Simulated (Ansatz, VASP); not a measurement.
# One calculation of KMgF3, two programs

File INCAR:

```
SYSTEM = KMgF3
PREC = Accurate ; ENCUT = 600
EDIFF = 1E-7 ; ISMEAR = 0
SIGMA = 0.02 ; LREAL = .FALSE.
LASPH = .TRUE. ; NELM = 100
ALGO = Normal ; ISIF = 3
LWAVE = .FALSE. ; LCHARG = .FALSE.
GGA = PS ; IBRION = 2
NSW = 70 ; EDIFFG = -0.005
```

The input KPOINTS:

```
Automatic mesh
0
G
  6 6 6
  0 0 0
```

POSCAR

```
KMgF3
1.0
    4.0541864042      0.0000000000      0.0000000000
    0.0000000000      4.0541864042      0.0000000000
    0.0000000000      0.0000000000      4.0541864042
K Mg F
1 1 3
Direct
    0.5000000000      0.5000000000      0.5000000000
    0.0000000000      0.0000000000      0.0000000000
    0.5000000000      0.0000000000      0.0000000000
    0.0000000000      0.5000000000      0.0000000000
    0.0000000000      0.0000000000      0.5000000000
```

Input for Ansatz:

```yaml
crystal:
  lattice:
    - [4.0541864042, 0.0, 0.0]
    - [0.0, 4.0541864042, 0.0]
    - [0.0, 0.0, 4.0541864042]
  atoms:
    - { symbol: K, position: [0.5, 0.5, 0.5] }
    - { symbol: Mg, position: [0.0, 0.0, 0.0] }
    - { symbol: F, position: [0.5, 0.0, 0.0] }
    - { symbol: F, position: [0.0, 0.5, 0.0] }
    - { symbol: F, position: [0.0, 0.0, 0.5] }
basis:
  ecutwfc: 420
kpoints:
  mp_grid: { grid: [6, 6, 6] }
hamiltonian:
  xc: pbesol
scf:
  occupations: { method: gaussian, width: 0.02 }
output:
  forces: true
  stress: true
  eigenvalues: true
relax:
  adjacent_minimum: "off"
  f_tol: 0.005
  max_steps: 50
  cell: { stress_tol: 0.05 }
```

Alike in both runs: task relaxation of cell and atoms; functional PBEsol; k mesh 6 × 6 × 6; occupations gaussian, width 0.02 eV; no spin polarisation.

|  | VASP | Ansatz |
| --- | --- | --- |
| version | VASP 6.6.1 | Ansatz 0.2.0 |
| potentials or method | VASP PAW PBE potentials, release 64 (K_sv, Mg, F), cutoff 600 eV | scalar-relativistic, plane waves, PAW |
| valence electrons in the cell | 32 | 40 |

```csv
,VASP,Ansatz,Ansatz less VASP
"gap on the k mesh at the Fermi level, each at its own relaxed structure (eV)",7.15,7.11,-0.031
relaxed volume (Å³/atom),12.63,12.72,+0.088
relaxed length of the cell vector where the two differ most in proportion (Å),3.982,3.992,+0.0093
```

VASP's potentials were made for PBE, not for PBEsol. VASP's potentials hold 32 valence electrons a cell and Ansatz's 40, so a difference there can come from the potentials and not from the codes.
